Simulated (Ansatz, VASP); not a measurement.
Two plane-wave programs on Mg2Si

```
Mg Si
1.0
     0.00000    3.10428    3.10428
     3.10428    0.00000    3.10428
     3.10428    3.10428    0.00000
Mg Si
2 1
Direct
  0.25000 0.25000 0.25000
  0.75000 0.75000 0.75000
  0.00000 0.00000 0.00000
```

Alike in both runs: task single point; functional r2SCAN; k mesh 6 × 6 × 6; no spin polarisation.

|  | VASP | Ansatz |
| --- | --- | --- |
| version | VASP 6.6.1 | Ansatz 0.2.0 |
| potentials or method | VASP PAW PBE potentials, release 64 (Mg, Si) | plane waves, PAW |
| plane-wave cutoff (eV) | 660 | 500 |
| occupations | gaussian, width 0.01 eV | fixed |
| valence electrons in the cell | 8 | 24 |

Ansatz gave:

```
gap on the k mesh at the Fermi level (eV) : 0.37
pressure (GPa)                            : 4.1
```

Problem. What did VASP give for the same quantities?

Solution. gap on the k mesh at the Fermi level (eV): 0.37; pressure (GPa): 3.8.

VASP's potentials were made for PBE, not for r2SCAN. VASP's potentials hold 8 valence electrons a cell and Ansatz's 24, so a difference there can come from the potentials and not from the codes.
